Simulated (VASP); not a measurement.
WC, 2 atoms in the cell. Symmetry: P-6m2, No. 187, hexagonal system. Conventional cell: a = 3.025 Å, b = 3.025 Å, c = 2.922 Å, α = 90.00°, β = 90.00°, γ = 120.00°. Within 3.0 Å of W (site symmetry -6m2) lie 6 C at 2.28 Å and 2 W at 2.92 Å. C (site symmetry -6m2) has 6 W at 2.28 Å and 2 C at 2.92 Å within 3.0 Å.  This cell differs from its parent crystal: volume scaled by 1.10, then relaxed in part.

* Program: VASP 6.6.1
* Task: single point
* Functional: PBE
* Potentials or basis: VASP PAW PBE potentials, release 64 (W_sv, C)
* Cutoff: 520 eV
* k mesh: 18 × 18 × 14
* Occupations: gaussian, width 0.1 eV
* Spin: no spin polarisation
* Dipole correction: no
* Further INCAR settings: ALGO = Normal; EDIFF = 1e-06; NBANDS = 16

Potentials or basis: VASP PAW PBE potentials, release 64 (W_sv, C).

Launch:

```bash
$ cat potpaw_PBE.64/W_sv/POTCAR potpaw_PBE.64/C/POTCAR > POTCAR
$ mpirun -np 1 vasp_std > vasp.out
```

Hardware: 1 thread of Intel(R) Xeon(R) 6975P-C (Granite Rapids), with other jobs on the host.

Q: Estimate the wall time of this run.

A: Wall time 25 s on 1 thread of Intel(R) Xeon(R) 6975P-C (Granite Rapids), with other jobs on the host, peak memory 0.23 GiB. Counts: scf iterations 12, k points 296.
